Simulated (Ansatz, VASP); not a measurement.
**Two plane-wave programs on SiC16**

File INCAR:

```
PREC = Accurate
ENCUT = 520
EDIFF = 1E-7
ISMEAR = 0
SIGMA = 0.05
LREAL = Auto
LASPH = True
NELM = 150
ALGO = Normal
ISIF = 2
LWAVE = False
LCHARG = False
ISPIN = 2
MAGMOM = 0 0 0 0 0 0 0 0 0 0 0 0 0 0 0 0 2
LORBIT = 11
LDIPOL = True
IDIPOL = 3
DIPOL = 0.5 0.5 0.310
GGA = PE
IVDW = 12
NBANDS = 52
```

KPOINTS

```
Automatic mesh
0
Gamma
  6 6 1
```

POSCAR

```
SiC16
1.0
    4.9298676323      0.0000000000      0.0000000000
    0.0000000000      4.4224271195      0.0000000000
    0.0000000000      0.0000000000     22.6937497910
C Si
16 1
Direct
    0.2500000000      0.4155274488      0.1762599851
    0.7500000000      0.4155274488      0.1762599851
    0.0000000000      0.5195584910      0.2001803947
    0.5000000000      0.5195584910      0.2001803947
    0.0000000000      0.7272227621      0.2480852155
    0.5000000000      0.7272227621      0.2480852155
    0.2500000000      0.8312538043      0.2720056251
    0.7500000000      0.8312538043      0.2720056251
    0.2500000000      0.0442051686      0.3198734326
    0.7500000000      0.0442051686      0.3198734326
    0.0000000000      0.1500808487      0.3425973485
    0.5000000000      0.1500808487      0.3425973485
    0.0000000000      0.3779776253      0.3900566375
    0.5000000000      0.3779776253      0.3900566375
    0.2500000000      0.4764186278      0.4095290499
    0.7500000000      0.4764186278      0.4095290499
    0.2500000000      0.4764186278      0.5461305384
```

Input for Ansatz:

```yaml
crystal:
  lattice:
    - [4.9298676323, 0.0, 0.0]
    - [0.0, 4.4224271195, 0.0]
    - [0.0, 0.0, 22.693749791]
  atoms:
    - { symbol: C, position: [0.25, 0.4155274488, 0.1762599851] }
    - { symbol: C, position: [0.75, 0.4155274488, 0.1762599851] }
    - { symbol: C, position: [0.0, 0.519558491, 0.2001803947] }
    - { symbol: C, position: [0.5, 0.519558491, 0.2001803947] }
    - { symbol: C, position: [0.0, 0.7272227621, 0.2480852155] }
    - { symbol: C, position: [0.5, 0.7272227621, 0.2480852155] }
    - { symbol: C, position: [0.25, 0.8312538043, 0.2720056251] }
    - { symbol: C, position: [0.75, 0.8312538043, 0.2720056251] }
    - { symbol: C, position: [0.25, 0.0442051686, 0.3198734326] }
    - { symbol: C, position: [0.75, 0.0442051686, 0.3198734326] }
    - { symbol: C, position: [0.0, 0.1500808487, 0.3425973485] }
    - { symbol: C, position: [0.5, 0.1500808487, 0.3425973485] }
    - { symbol: C, position: [0.0, 0.3779776253, 0.3900566375] }
    - { symbol: C, position: [0.5, 0.3779776253, 0.3900566375] }
    - { symbol: C, position: [0.25, 0.4764186278, 0.4095290499] }
    - { symbol: C, position: [0.75, 0.4764186278, 0.4095290499] }
    - { symbol: Si, position: [0.25, 0.4764186278, 0.5461305384], spin: 2.0 }
basis:
  ecutwfc: 420
kpoints:
  mp_grid: { grid: [6, 6, 1] }
hamiltonian:
  xc: pbe
  pseudopotentials: { kind: paw, azcp: { folder: soft_1 } }
  dispersion: d3bj
scf:
  occupations: { method: gaussian, width: 0.05 }
output:
  forces: true
  eigenvalues: true
  populations: true
magnetization:
  spin_polarized: true
efield:
  axis: 3
  dipole_correction: true
  ramp_width: 0.04
```

Alike in both runs: task single point; functional PBE; dispersion D3(BJ); k mesh 6 × 6 × 1; occupations gaussian, width 0.05 eV; collinear spin.

```csv
,VASP,Ansatz
version,VASP 6.6.1,Ansatz 0.2.0
potentials or method,"VASP PAW PBE potentials, release 64 (C, Si), cutoff 520 eV","scalar-relativistic, plane waves, PAW"
valence electrons in the cell,68,68
```

```tsv
	VASP	Ansatz	Ansatz less VASP
gap on the k mesh at the Fermi level (eV)	none	none	-
rms of the force components (eV/Å)	0.982	1.016	+0.0336
net moment per atom (μB)	0.03	0.14	+0.110
size of the moment on the site where the two differ most (μB)	0.42	0.78	+0.358
```

The net moments are unlike, so the other rows may belong to different states. Site moments also hang on the region over which each program counts them. Atom by atom the forces differ by 0.107 eV/Å (rms over components). A gap of «none» marks a metal or a gap that the smearing closes.
